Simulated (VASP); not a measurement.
Write the native input for VASP 6.6.1 that does the following.

- Task: density of states
- Functional: LDA
- Potentials or basis: VASP PAW LDA potentials, release 64 (Al)
- Cutoff: 520 eV
- k mesh: 18 × 18 × 18
- Occupations: fermi-dirac, width 0.05 eV
- Spin: no spin polarisation
- Dipole correction: no
- k mesh for the DOS: 27 × 27 × 27
- Occupations for the DOS: tetrahedron
- Further INCAR settings: ALGO = Normal; EDIFF = 1e-07

Al:

```
CELL_PARAMETERS angstrom
0.00000 1.99178 1.99178
1.99178 0.00000 1.99178
1.99178 1.99178 0.00000
ATOMIC_POSITIONS crystal
Al 0.00000 0.00000 0.00000
```

One way to write it, as run:

POSCAR

```
Al
1.0
    0.0000000000      1.9917790140      1.9917790140
    1.9917790140      0.0000000000      1.9917790140
    1.9917790140      1.9917790140      0.0000000000
Al
1
Direct
    0.0000000000      0.0000000000      0.0000000000
```

INCAR.step1

```
SYSTEM = Al
ALGO = Normal
EDIFF = 1E-7
ENCUT = 520
GGA = CA
ISIF = 2
ISMEAR = -1
LASPH = .TRUE.
LCHARG = .TRUE.
LREAL = .FALSE.
LWAVE = .FALSE.
NBANDS = 8
NELM = 80
PREC = Accurate
SIGMA = 0.05
```

KPOINTS.step1

```
k-points
0
G
  18 18 18
  0 0 0
```

INCAR.step2

```
SYSTEM = Al
ALGO = Normal
EDIFF = 1E-7
ENCUT = 520
GGA = CA
ICHARG = 11
ISIF = 2
ISMEAR = -5
LASPH = .TRUE.
LCHARG = .FALSE.
LORBIT = 11
LREAL = .FALSE.
LWAVE = .FALSE.
NEDOS = 2001
NELM = 80
PREC = Accurate
SIGMA = 0.05
```

KPOINTS.step2

```
k-points
0
G
  27 27 27
  0 0 0
```

Potentials or basis: VASP PAW LDA potentials, release 64 (Al).

Command:

```sh
$ cat potpaw_LDA.64/Al/POTCAR > POTCAR
$ cp INCAR.step1 INCAR
$ cp KPOINTS.step1 KPOINTS
$ mpirun -np 1 vasp_std > vasp.out
$ cp INCAR.step2 INCAR
$ cp KPOINTS.step2 KPOINTS
$ mpirun -np 1 vasp_std > vasp.out
```

It gave:

| Property | Result |
| --- | --- |
| Valence electrons inside the program's atomic spheres | Al 0.80 |

Wall time 22 s on 1 thread of Intel(R) Xeon(R) Platinum 8488C (Sapphire Rapids), with other jobs on the host, peak memory 0.15 GiB.
